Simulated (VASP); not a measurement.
Write the native input for VASP 6.6.1 that does the following.

```yaml
Task: single point
Functional: PBE
Potentials_or_basis: VASP PAW PBE potentials, release 64 (Pb_d, S)
Cutoff: 520 eV
k_mesh: 8 × 8 × 8
Occupations: fermi-dirac, width 0.01 eV
Spin: no spin polarisation
Dipole_correction: no
Further_INCAR_settings: ALGO = Normal; EDIFF = 1e-07; NBANDS = 17
```

The structure of PbS lies in POSCAR:

```
PbS
1.0
    0.0000000000      2.9650000000      3.0539500000
    2.9650000000      0.0000000000      3.0539500000
    2.9650000000      2.9650000000      0.0000000000
Pb S
1 1
Direct
    0.0000000000      0.0000000000      0.0000000000
    0.5000000000      0.5000000000      0.5000000000
```

This cell differs from its parent crystal: zz strain of +3 %.

The input as run:

INCAR

```
ALGO = Normal
EDIFF = 1E-7
ENCUT = 520
GGA = PE
ISIF = 2
ISMEAR = -1
LASPH = T
LCHARG = T
LELF = T
LREAL = F
LVHAR = T
LWAVE = F
NBANDS = 17
NELM = 60
PREC = Accurate
SIGMA = 0.01
```

KPOINTS

```
k-points
0
Gamma
  8 8 8
```

Potentials or basis: VASP PAW PBE potentials, release 64 (Pb_d, S).

The run is started by

```bash
$ cat potpaw_PBE.64/Pb_d/POTCAR potpaw_PBE.64/S/POTCAR > POTCAR
$ mpirun -np 1 vasp_std > vasp.out
```

It gave:

| Item | Value |
| --- | --- |
| Pressure | 0.6 GPa |
| Band gap on the k mesh | 0.44 eV, direct |

Caveat: the cell differs from its parent crystal (zz strain of +3 %); spin-orbit coupling is left out, which moves the levels of the heavy elements.

It took 57 s on 1 thread of AMD EPYC 7R43 64-Core Processor (Zen 3) (shared host), peak memory 0.16 GiB.
